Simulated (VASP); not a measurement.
# Pd (Fm-3m) in VASP: single point with PBE

Aim: the single point of Pd with PBE.

All numbers are computed with VASP 6.6.1; they aren't measurements. Logs are shortened: lines on timing, memory, paths and dates and some standing lists are left out, and cuts for length are marked.

## Step 1: The cell of the first run

The structure is cubic, space group Fm-3m (No. 225). Conventional cell: a = 3.944 Å, b = 3.944 Å, c = 3.944 Å, α = 90.00°, β = 90.00°, γ = 90.00°. Within 3.7 Å of Pd (site symmetry m-3m) lie 12 Pd at 2.79 Å.

## Step 2: Single point, PBE

Input file INCAR:

```
SYSTEM = Pd
ALGO     = Normal         ! electronic algorithm
EDIFF    = 1E-6           ! SCF threshold, eV
ENCUT    = 520            ! plane-wave cutoff, eV
GGA      = PE             ! functional
ISIF     = 2              ! what is computed and relaxed
ISMEAR   = -1             ! smearing method
LASPH    = .True.         ! aspherical terms in the spheres
LCHARG   = .False.        ! write CHGCAR
LREAL    = .False.        ! projectors in reciprocal space
LWAVE    = .False.        ! write WAVECAR
NBANDS   = 17             ! bands
NELM     = 80             ! most SCF steps
PREC     = Accurate       ! precision mode
SIGMA    = 0.05           ! smearing width, eV
```

Input file KPOINTS:

```
k-points
0
Gamma
  12 12 8
  0 0 0
```

Input file POSCAR:

```
Pd
1.0
    1.9720287090      1.9720287090      0.0000000000
   -1.9720287090      1.9720287090      0.0000000000
    0.0000000000      0.0000000000      3.9440574181
Pd
2
Direct
    0.0000000000      0.0000000000      0.0000000000
    0.5000000000      0.5000000000      0.5000000000
```

Potentials or basis: VASP PAW PBE potentials, release 64 (Pd).

Started as:

```
> cat potpaw_PBE.64/Pd/POTCAR > POTCAR
> mpirun -np 1 vasp_std > vasp.out
```

OUTCAR:

```text
SYSTEM = Pd
   EDIFF = 1E-6
   ENCUT = 520
   GGA = PE
   ISIF = 2
   ISMEAR = -1
   LASPH = .True.
   LREAL = .False.
   NELM = 80
   PREC = Accurate

 ion  position               nearest neighbor table
   1  0.000  0.000  0.000-   2 2.79   2 2.79   2 2.79   2 2.79   2 2.79   2 2.79   2 2.79   2 2.79

   2  0.500  0.500  0.500-   1 2.79   1 2.79   1 2.79   1 2.79   1 2.79   1 2.79   1 2.79   1 2.79

  LATTYP: Found a simple tetragonal cell.
 ALAT       =     2.7888697457
 C/A-ratio  =     1.4142135624

  Lattice vectors:

 A1 = (   1.9720287090,   1.9720287090,   0.0000000000)
 A2 = (  -1.9720287090,   1.9720287090,   0.0000000000)
 A3 = (   0.0000000000,   0.0000000000,   3.9440574181)

Analysis of symmetry for initial positions (statically):
=====================================================================
 Subroutine PRICEL returns following result:

  LATTYP: Found a face centered cubic cell.
 ALAT       =     3.9440574180

  Lattice vectors:

 A1 = (   0.0000000000,  -1.9720287090,  -1.9720287090)
 A2 = (   1.9720287090,   0.0000000000,  -1.9720287090)
 A3 = (   1.9720287090,  -1.9720287090,   0.0000000000)

   2 primitive cells build up your supercell.

 Routine SETGRP: Setting up the symmetry group for a
 simple tetragonal supercell.

 Subroutine GETGRP returns: Found 16 space group operations
 (whereof 16 operations were pure point group operations)
 out of a pool of 16 trial point group operations.

The static configuration has the point symmetry D_4h.

Analysis of symmetry for dynamics (positions and initial velocities):
=====================================================================
 Subroutine PRICEL returns following result:

  LATTYP: Found a face centered cubic cell.
 ALAT       =     3.9440574180

  Lattice vectors:

 A1 = (   0.0000000000,  -1.9720287090,  -1.9720287090)
 A2 = (   1.9720287090,   0.0000000000,  -1.9720287090)
 A3 = (   1.9720287090,  -1.9720287090,   0.0000000000)

   2 primitive cells build up your supercell.

 Routine SETGRP: Setting up the symmetry group for a
 simple tetragonal supercell.

 Subroutine GETGRP returns: Found 16 space group operations
 (whereof 16 operations were pure point group operations)
 out of a pool of 16 trial point group operations.

The dynamic configuration has the point symmetry D_4h.

 Subroutine INISYM returns: Found 16 space group operations
 (whereof 16 operations are pure point group operations),
 and found     2 'primitive' translations

----------------------------------------------------------------------------------------

                                     Primitive cell

  volume of cell :      15.3380

  direct lattice vectors                    reciprocal lattice vectors
     0.000000000 -1.972028709 -1.972028709    -0.253546005 -0.253546005 -0.253546005
     1.972028709  0.000000000 -1.972028709     0.253546005  0.253546005 -0.253546005
     1.972028709 -1.972028709  0.000000000     0.253546005 -0.253546005  0.253546005

  length of vectors
     2.788869746  2.788869746  2.788869746     0.439154562  0.439154562  0.439154562

  position of ions in fractional coordinates (direct lattice)
     0.000000000  0.000000000  0.000000000

  ion indices of the primitive-cell ions
   primitive index   ion index
                 1           1

----------------------------------------------------------------------------------------

 KPOINTS: k-points

Automatic generation of k-mesh.
 Grid dimensions read from file:
 generate k-points for:   12   12    8

 Generating k-lattice:

  Cartesian coordinates                     Fractional coordinates (reciprocal lattice)
     0.021128834  0.021128834  0.000000000     0.083333333  0.000000000  0.000000000
    -0.021128834  0.021128834  0.000000000     0.000000000  0.083333333  0.000000000
     0.000000000  0.000000000  0.031693251     0.000000000  0.000000000  0.125000000

  Length of vectors
     0.029880683  0.029880683  0.031693251

  Shift w.r.t. Gamma in fractional coordinates (k-lattice)
     0.000000000  0.000000000  0.000000000

 Subroutine IBZKPT returns following result:
 ===========================================

 Found    140 irreducible k-points:

 Following reciprocal coordinates:
            Coordinates               Weight
  0.000000  0.000000  0.000000      1.000000
  0.083333  0.000000  0.000000      4.000000
  0.166667  0.000000  0.000000      4.000000
  0.250000  0.000000  0.000000      4.000000
  0.333333  0.000000  0.000000      4.000000
  0.416667  0.000000  0.000000      4.000000
[... 16 lines left out ...]
  0.333333  0.333333  0.000000      4.000000
  0.416667  0.333333  0.000000      8.000000
 [... further k-points ...]
   k-points           NKPTS =    140   k-points in BZ     NKDIM =    140   number of bands    NBANDS=     17
   number of dos      NEDOS =    301   number of ions     NIONS =      2
   total plane-waves  NPLWV =  17280
   dimension x,y,z NGX =    24 NGY =   24 NGZ =   30
   dimension x,y,z NGXF=    48 NGYF=   48 NGZF=   60
   ions per type =               2
   NGX,Y,Z   is equivalent  to a cutoff of  14.31, 14.31, 12.65 a.u.
   NGXF,Y,Z  is equivalent  to a cutoff of  28.61, 28.61, 25.29 a.u.
 SYSTEM =  Pd
   PREC   = accura    normal or accurate (medium, high low for compatibility)
   ISTART =      0    job   : 0-new  1-cont  2-samecut
   ICHARG =      2    charge: 1-file 2-atom 10-const
   ISPIN  =      1    spin polarized calculation?
   LNONCOLLINEAR =      F non collinear calculations
   LSORBIT =      F    spin-orbit coupling
   LASPH  =      T    aspherical Exc in radial PAW
   ENCUT  =  520.0 eV  38.22 Ry    6.18 a.u.   5.19  5.19  7.33*2*pi/ulx,y,z
   NELM   =     80;   NELMIN=  2; NELMDL= -5     # of ELM steps
   EDIFF  = 0.1E-05   stopping-criterion for ELM
   LREAL  =      F    real-space projection
   EDIFFG = 0.1E-04   stopping-criterion for IOM
   NSW    =      0    number of steps for IOM
   IBRION =     -1    ionic relax: 0-MD 1-quasi-New 2-CG
   NFREE  =      0    steps in history (QN), initial steepest desc. (CG)
   ISIF   =      2    stress and relaxation
   ISYM   =      2    0-nonsym 1-usesym 2-fastsym
   POTIM  = 0.5000    time-step for ionic-motion
   TEBEG  =    0.0;   TEEND  =   0.0 temperature during run
   PSTRESS=    0.0 pullay stress
   NELECT =      20.0000    total number of electrons
   NUPDOWN=      -1.0000    fix difference up-down
   EMIN   =  10.00;   EMAX   =-10.00  energy-range for DOS
   EFERMI =   0.00;   METHOD = LEGACY
   ISMEAR =    -1;   SIGMA  =   0.05  broadening in eV -4-tet -1-fermi 0-gaus
   EFERMI_NEDOS =   21; number of points for ismear=-14 and -15
   IALGO  =     38    algorithm
   IMIX   =      4    mixing-type and parameters
     AMIX     =   0.40;   BMIX     =  1.00
     AMIX_MAG =   1.60;   BMIX_MAG =  1.00
  volume/ion in A,a.u.               =      15.34       103.51
  Fermi-wavevector in a.u.,A,eV,Ry     =   1.419553  2.682566 27.417516  2.015131
  Thomas-Fermi vector in A             =   2.540561
   LORBIT       =      0    0 simple, 1 ext, 2 COOP (PROOUT), +10 PAW based schemes
   GGA     = PE    functional components
   LHFCALC =     F    Hartree Fock is set to
   AEXX    =    0.0000 exact exchange contribution
   IVDW    =     0    specifies the selected vdW correction
   LEPSILON=     F    determine dielectric tensor
   LRPA    =     F    only Hartree local field effects (RPA)
 non-spin polarized calculation
  energy-cutoff  :      520.00
  volume of cell :       30.68
 maximum number of plane-waves:       844
 NGX is ok and might be reduce to    24
   NGX = 11   NGY = 11   NGZ = 15

 number of electron      20.0000007 magnetization

 Free energy of the ion-electron system (eV)
  ---------------------------------------------------
  ext. energy  EPLUGINS =         0.00000000
  ---------------------------------------------------
  free energy    TOTEN  =       -10.45651162 eV

  energy without entropy =      -10.41605418  energy(sigma->0) =      -10.43628290

 E-fermi :   9.1313     XC(G=0): -12.9426

 val. band max:        9.1238096037   @ k =   0.2500   0.0000   0.3750
 cond. band min:       9.1428339730   @ k =   0.4167   0.4167   0.2500
 fundamental gap:      0.0190243693
 Fermi energy:         9.1312983012

 k-point     1 :       0.0000    0.0000    0.0000
  band No.  band energies     occupation
      1       2.2960      2.00000
      2       4.0669      2.00000
      3       4.3396      2.00000
      4       6.4664      2.00000
      5       6.4664      2.00000
      6       6.4714      2.00000
[... 9 lines left out ...]
     16      26.3033      0.00000
     17      30.1402      0.00000

 k-point     2 :       0.0833    0.0000    0.0000
  band No.  band energies     occupation
      1       2.4585      2.00000
      2       4.1647      2.00000
      3       4.4356      2.00000
      4       6.4028      2.00000
      5       6.5159      2.00000
      6       6.5405      2.00000
[... 9 lines left out ...]
     16      26.4617      0.00000
     17      29.9027      0.00000

 k-point     3 :       0.1667    0.0000    0.0000
  band No.  band energies     occupation
      1       2.9239      2.00000
      2       4.3961      2.00000
      3       4.7492      2.00000
      4       6.2374      2.00000
      5       6.6613      2.00000
      6       6.7049      2.00000
[... 9 lines left out ...]
     16      26.7674      0.00000
     17      28.1253      0.00000

 k-point     4 :       0.2500    0.0000    0.0000
  band No.  band energies     occupation
      1       3.6214      2.00000
      2       4.6930      2.00000
      3       5.2375      2.00000
      4       6.0333      2.00000
      5       6.8159      2.00000
      6       6.8936      2.00000
[... 9 lines left out ...]
     16      26.3008      0.00000
     17      26.5719      0.00000

 k-point     5 :       0.3333    0.0000    0.0000
  band No.  band energies     occupation
      1       4.4208      2.00000
      2       5.0358      2.00000
      3       5.7357      2.00000
      4       5.8659      2.00000
      5       6.6316      2.00000
      6       6.7351      2.00000
[... 9 lines left out ...]
     16      25.3615      0.00000
     17      26.4379      0.00000

 k-point     6 :       0.4167    0.0000    0.0000
  band No.  band energies     occupation
      1       5.1241      2.00000
      2       5.3641      2.00000
      3       5.8021      2.00000
      4       6.0767      2.00000
      5       6.1637      2.00000
      6       6.5094      2.00000
[... 9 lines left out ...]
     16      23.6006      0.00000
     17      28.3574      0.00000

 k-point     7 :       0.5000    0.0000    0.0000
  band No.  band energies     occupation
      1       5.4806      2.00000
      2       5.4806      2.00000
      3       5.8913      2.00000
      4       5.8913      2.00000
      5       6.2693      2.00000
      6       6.2693      2.00000
[... 9 lines left out ...]
     16      21.6739      0.00000
     17      28.4848      0.00000

 k-point     8 :       0.0833    0.0833    0.0000
  band No.  band energies     occupation
      1       2.6188      2.00000
      2       4.2679      2.00000
      3       4.5235      2.00000
      4       6.2966      2.00000
      5       6.6097      2.00000
      6       6.6147      2.00000
[... 9 lines left out ...]
     16      26.6313      0.00000
     17      29.8149      0.00000
[... 203 lines left out ...]
      1       4.4337      2.00000
      2       5.0774      2.00000
      3       5.3064      2.00000
      4       5.9581      2.00000
      5       5.9623      2.00000
      6       7.4395      2.00000
[... 9 lines left out ...]
     16      26.8629      0.00000
     17      26.8671      0.00000

 k-point    20 :       0.3333    0.2500    0.0000
  band No.  band energies     occupation
      1       4.6480      2.00000
      2       5.0308      2.00000
      3       5.0713      2.00000
      4       5.4843      2.00000
      5       6.4640      2.00000
      6       7.4744      2.00000
[... 9 lines left out ...]
     16      25.1042      0.00000
     17      25.3312      0.00000

 k-point    21 :       0.4167    0.2500    0.0000
  band No.  band energies     occupation
      1       4.7489      2.00000
      2       4.9298      2.00000
      3       4.9470      2.00000
      4       5.1461      2.00000
      5       6.8456      2.00000
      6       7.3403      2.00000
[... 9 lines left out ...]
     16      23.3159      0.00000
     17      23.6530      0.00000

 k-point    22 :       0.5000    0.2500    0.0000
  band No.  band energies     occupation
      1       4.8292      2.00000
      2       4.8292      2.00000
      3       4.9664      2.00000
      4       4.9664      2.00000
      5       7.1274      2.00000
      6       7.1274      2.00000
[... 9 lines left out ...]
     16      22.0054      0.00000
     17      23.2461      0.00000

 k-point    23 :       0.3333    0.3333    0.0000
  band No.  band energies     occupation
      1       4.5212      2.00000
      2       4.7567      2.00000
      3       4.8019      2.00000
      4       5.0659      2.00000
      5       7.1584      2.00000
      6       8.2644      2.00000
[... 9 lines left out ...]
     16      24.5029      0.00000
     17      24.5073      0.00000

 k-point    24 :       0.4167    0.3333    0.0000
  band No.  band energies     occupation
      1       4.4211      2.00000
      2       4.5357      2.00000
      3       4.6451      2.00000
      4       4.7731      2.00000
      5       7.7291      2.00000
      6       8.3820      2.00000
[... 9 lines left out ...]
     16      22.9063      0.00000
     17      23.2920      0.00000

 [... further k-points ...]
[... 5 lines left out ...]
  --------------------------------------------------------------------------------------
  -------------------------------------------------------------------------------------
  Total       -0.0687679     -0.0687679     -0.1312762      0.0000000     -0.0000000      0.0000000
  in kB       -3.5916728     -3.5916728     -6.8564108      0.0000000     -0.0000000      0.0000000
  external PRESSURE =      -4.6799188 kB  Pullay stress =       0.0000000 kB

 VOLUME and BASIS-vectors are now :
 -----------------------------------------------------------------------------
  energy-cutoff  :      520.00
  volume of cell :       30.68
      direct lattice vectors                 reciprocal lattice vectors
     1.972028709  1.972028709  0.000000000     0.253546005  0.253546005  0.000000000
    -1.972028709  1.972028709  0.000000000    -0.253546005  0.253546005  0.000000000
     0.000000000  0.000000000  3.944057418     0.000000000  0.000000000  0.253546005

 POSITION                                       TOTAL-FORCE (eV/Angst)
 -----------------------------------------------------------------------------------
      0.00000      0.00000      0.00000        -0.000000     -0.000000      0.000000
      0.00000      1.97203      1.97203         0.000000      0.000000      0.000000
 -----------------------------------------------------------------------------------
    total drift:                               -0.000000      0.000000     -0.000000

  FREE ENERGIE OF THE ION-ELECTRON SYSTEM (eV)
  ---------------------------------------------------
  free  energy   TOTEN  =       -10.4565116233 eV

  energy  without entropy=      -10.4160541772  energy(sigma->0) =      -10.43628290
```

Run time: 16 s. Hardware: 1 thread of Intel Xeon 6975P-C (Granite Rapids), shared host; peak memory 0.18 GiB.

Results:

```yaml
Free_energy: -10.4565 eV
Pressure: -0.5 GPa
Band_gap_on_the_k_mesh: zero (band 10 reaches 9.40 eV, above the bottom of band 11 at 8.38 eV)
```

Levels at points of the mesh, in eV from the Fermi level:
```tsv
k point	band 6	band 7	band 8	band 9	band 10	band 11	band 12	band 13	band 14	band 15
(0.00, 0.00, 0.00)	-2.66	-1.15	-1.15	-0.05	0.27	0.27	3.36	10.38	13.00	13.00
(0.50, 0.00, 0.00)	-2.86	-1.76	-1.76	-1.20	-1.20	2.24	2.24	12.31	12.31	12.54
(0.50, 0.50, 0.00)	-0.05	0.27	0.27	0.27	0.27	3.36	3.36	10.38	10.38	13.00
(0.00, 0.00, 0.50)	-1.69	-1.46	-1.46	-1.46	-1.46	-0.63	-0.63	17.73	17.73	17.73
(0.50, 0.00, 0.50)	-2.70	-0.03	-0.03	-0.03	-0.03	1.11	1.11	7.02	7.02	16.52
(0.50, 0.50, 0.50)	-3.17	-1.24	-1.24	0.27	0.27	8.69	8.69	8.69	8.69	10.08
```
